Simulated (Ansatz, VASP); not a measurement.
# Two plane-wave programs on InSb3

```xyz
4
Lattice="4.5866 0.0000 0.0000 0.0000 4.5866 0.0000 0.0000 0.0000 4.5866" Properties=species:S:1:pos:R:3 pbc="T T T"
In    0.0000    0.0000    0.0000
Sb    2.2933    0.0000    2.2933
Sb    0.0000    2.2933    2.2933
Sb    2.2933    2.2933    0.0000
```

Change from the starting cell: equal engineering shear yz, xz and xy +0.0000, equal normal strain along x, y and z -0.0300.

Alike in both runs: task single point; functional PBEsol; k mesh 8 × 8 × 8; occupations gaussian, width 0.15 eV; no spin polarisation.

|  | VASP | Ansatz |
| --- | --- | --- |
| version | VASP 6.6.1 | Ansatz 0.2.0 |
| potentials or method | VASP PAW PBE potentials, release 64 (In_d, Sb), cutoff 520 eV | scalar-relativistic, plane waves, PAW |
| valence electrons in the cell | 28 | 58 |

|  | VASP | Ansatz | Ansatz less VASP |
| --- | --- | --- | --- |
| gap on the k mesh at the Fermi level (eV) | none | none | - |
| pressure (GPa) | 6.8 | 6.8 | -0.06 |

VASP's potentials were made for PBE, not for PBEsol, and Ansatz warns of the same on its side. A gap of «none» marks a metal or a gap that the smearing closes. The functional is the same, so the differences come from potentials, cutoffs and numerics. VASP's potentials hold 28 valence electrons a cell and Ansatz's 58, so a difference there can come from the potentials and not from the codes.

Spin-orbit coupling is off throughout.
